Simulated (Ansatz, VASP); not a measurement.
AlP: VASP beside Ansatz

INCAR

```
SYSTEM = AlP
PREC = Accurate
ENCUT = 500
EDIFF = 1E-6
ISMEAR = 0
SIGMA = 0.02
LREAL = .FALSE.
LASPH = .TRUE.
NELM = 120
ALGO = Normal
ISIF = 2
LWAVE = .FALSE.
LCHARG = .FALSE.
GGA = PE
NBANDS = 11
GGA_COMPAT = .FALSE.
```

KPOINTS

```
regular mesh
0
G
  8 8 8
  0 0 0
```

File POSCAR:

```
AlP
1.0
    0.0000000000      2.8422806636      2.8422806636
    2.8422806636      0.0000000000      2.8422806636
    2.8422806636      2.8422806636      0.0000000000
Al P
1 1
Direct
    0.0000000000      0.0000000000      0.0000000000
    0.2500000000      0.2500000000      0.2500000000
```

Input for Ansatz:

```yaml
crystal:
  lattice:
    - [0.0, 2.8422806636, 2.8422806636]
    - [2.8422806636, 0.0, 2.8422806636]
    - [2.8422806636, 2.8422806636, 0.0]
  atoms:
    - { symbol: Al, position: [0.0, 0.0, 0.0] }
    - { symbol: P, position: [0.25, 0.25, 0.25] }
basis:
  ecutwfc: 420
kpoints:
  mp_grid: { grid: [8, 8, 8] }
hamiltonian:
  xc: pbe
scf:
  occupations: { method: gaussian, width: 0.02 }
output:
  forces: true
  stress: true
  eigenvalues: true
```

Alike in both runs: task single point; functional PBE; k mesh 8 × 8 × 8; occupations gaussian, width 0.02 eV; no spin polarisation.

|  | VASP | Ansatz |
| --- | --- | --- |
| version | VASP 6.6.1 | Ansatz 0.2.0 |
| potentials or method | VASP PAW PBE potentials, release 64 (Al, P), cutoff 500 eV | scalar-relativistic, plane waves, PAW |
| valence electrons in the cell | 8 | 8 |

Ansatz gave:

| Property | Result |
| --- | --- |
| gap on the k mesh at the Fermi level (eV) | 1.79 |
| least direct gap on the mesh (eV) | 2.30 |
| pressure (GPa) | -6.4 |

Task: Estimate VASP's values.

Result: gap on the k mesh at the Fermi level (eV): 1.79; least direct gap on the mesh (eV): 2.30; pressure (GPa): -6.5.
